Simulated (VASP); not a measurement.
Wanted: the native input for a VASP 6.6.1 run.

| Property | Result |
| --- | --- |
| Task | single point |
| Functional | PBE |
| Potentials or basis | VASP PAW PBE potentials, release 64 (Pt, Co, O) |
| Cutoff | 520 eV |
| k mesh | 11 × 11 × 11 |
| Occupations | fermi-dirac, width 0.05 eV |
| Spin | collinear spin, ferromagnetic start |
| Starting moments | [0.0, 0.19, 0.0, 0.0] μB |
| Dipole correction | no |
| Further INCAR settings | ALGO = Normal; EDIFF = 1e-06; NBANDS = 28 |

The structure of CoPtO2 lies in POSCAR:

```
CoPtO2
1.0
    1.4122699173      0.8153744169      5.9393891094
   -1.4122699173      0.8153744169      5.9393891094
    0.0000000000     -1.6307488338      5.9393891094
Pt Co O
1 1 2
Direct
    0.0000000000      0.0000000000      0.0000000000
    0.5000000000      0.5000000000      0.5000000000
    0.1122440300      0.1122440300      0.1122440300
    0.8877559700      0.8877559700      0.8877559700
```

The input as run:

INCAR

```
PREC = Accurate
ENCUT = 520
EDIFF = 1E-6
ISMEAR = -1
SIGMA = 0.05
LREAL = F
LASPH = T
NELM = 150
ALGO = Normal
ISIF = 2
LWAVE = F
LCHARG = F
ISPIN = 2
MAGMOM = 0 0.19 0 0
LORBIT = 11
LMAXMIX = 4
GGA = PE
NBANDS = 28
```

KPOINTS

```
Automatic mesh
0
Gamma
  11 11 11
```

Potentials or basis: VASP PAW PBE potentials, release 64 (Pt, Co, O).

The run is started by

```console
$ cat potpaw_PBE.64/Pt/POTCAR potpaw_PBE.64/Co/POTCAR potpaw_PBE.64/O/POTCAR > POTCAR
$ mpirun -np 1 vasp_std > vasp.out
```

It gave:

* Pressure: 6.0 GPa
* Largest force: 0.109 eV/Å
* Net moment: 0.00 μB per cell
* Valence electrons inside the program's atomic spheres: Pt 9.23; Co 8.46; O 5.01

It took 53 min on 1 thread of AMD EPYC 7R13 (shared host), peak memory 0.57 GiB.
